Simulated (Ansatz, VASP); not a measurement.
# Two plane-wave programs on Cu

The input INCAR:

```
SYSTEM = Cu
PREC = Accurate
ENCUT = 520
EDIFF = 1E-7
ISMEAR = 1
SIGMA = 0.05
LREAL = .False.
LASPH = .True.
NELM = 100
ALGO = Fast
ISIF = 2
LWAVE = .False.
LCHARG = .False.
GGA = PE
NBANDS = 12
```

File KPOINTS:

```
regular mesh
0
Gamma
  20 20 20
  0 0 0
```

POSCAR

```
Cu
1.0
   -1.4427933200      1.4427933200      1.3760814500
    1.4427933200     -1.4427933200      1.3760814500
    1.4427933200      1.4427933200     -1.3760814500
Cu
1
Direct
    0.0000000000      0.0000000000      0.0000000000
```

Input for Ansatz:

```yaml
crystal:
  lattice:
    - [-1.44279332, 1.44279332, 1.37608145]
    - [1.44279332, -1.44279332, 1.37608145]
    - [1.44279332, 1.44279332, -1.37608145]
  atoms:
    - { symbol: Cu, position: [0.0, 0.0, 0.0] }
basis:
  ecutwfc: 420
kpoints:
  mp_grid: { grid: [20, 20, 20] }
hamiltonian:
  xc: pbe
scf:
  occupations: { method: methfessel_paxton, width: 0.05 }
output:
  forces: true
  stress: true
  eigenvalues: true
```

Alike in both runs: task single point; functional PBE; k mesh 20 × 20 × 20; occupations methfessel-paxton of order 1, width 0.05 eV; no spin polarisation.

|  | VASP | Ansatz |
| --- | --- | --- |
| version | VASP 6.6.1 | Ansatz 0.2.0 |
| potentials or method | VASP PAW PBE potentials, release 64 (Cu), cutoff 520 eV | scalar-relativistic, plane waves, PAW |
| valence electrons in the cell | 11 | 19 |

```csv
,VASP,Ansatz,Ansatz less VASP
gap on the k mesh at the Fermi level (eV),none,none,-
pressure (GPa),7.8,7.3,-0.56
"traceless stress, the component that is largest in VASP (GPa)",-0.39,-0.40,-0.012
```

A gap of «none» marks a metal or a gap that the smearing closes. The functional is the same, so the differences come from potentials, cutoffs and numerics. VASP's potentials hold 11 valence electrons a cell and Ansatz's 19, so a difference there can come from the potentials and not from the codes.
